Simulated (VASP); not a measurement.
A run of VASP 6.6.1 is set up as follows.

INCAR

```
SYSTEM = CoO
PREC = Accurate ; ENCUT = 600
EDIFF = 1E-6 ; ISMEAR = 0
SIGMA = 0.05 ; LREAL = .FALSE.
LASPH = .TRUE. ; NELM = 200
ALGO = Normal ; ISIF = 2
LWAVE = .FALSE. ; LCHARG = .TRUE.
ISPIN = 2 ; MAGMOM = 2 0
LORBIT = 11 ; LMAXMIX = 4
LDAU = .TRUE. ; LDAUTYPE = 2
LDAUL = 2 -1 ; LDAUU = 3 0
LDAUJ = 0 0 ; LDAUPRINT = 1
GGA = PE ; LELF = .TRUE.
LVHAR = .TRUE. ; NBANDS = 22
GGA_COMPAT = .FALSE.
```

KPOINTS

```
regular mesh
0
G
  9 9 9
  0 0 0
```

POSCAR

```
CoO
1.0
    2.5705263100      0.0000000000      0.0000000000
    0.0000000000      2.5705263100      0.0000000000
    0.0000000000      0.0000000000      2.5705263100
Co O
1 1
Direct
    0.0000000000      0.0000000000      0.0000000000
    0.5000000000      0.5000000000      0.5000000000
```

Potentials or basis: VASP PAW PBE potentials, release 64 (Co_sv, O).

Run with:

```console
$ cat potpaw_PBE.64/Co_sv/POTCAR potpaw_PBE.64/O/POTCAR > POTCAR
$ mpirun -np 1 vasp_std > vasp.out
```

Estimate the site moments.

Co +2.61; O +0.30 μB.

Estimate the band gap on the k mesh.

1.53 eV, indirect (least direct gap 1.81 eV).

What does it give for the net moment?

3.00 μB per cell.

Predict the pressure.

17.7 GPa.

Eigenvalues of the final occupation matrices:
```
    site  spin  trace               eigenvalues
site 1 d     1   4.66  0.91 0.91 0.95 0.95 0.95
site 1 d     2   2.06  0.09 0.09 0.09 0.89 0.89
```

Caveat: a cell with one magnetic atom can't hold antiferromagnetic order, which such compounds often take. The state reached can hang on the start; a lower one may exist.
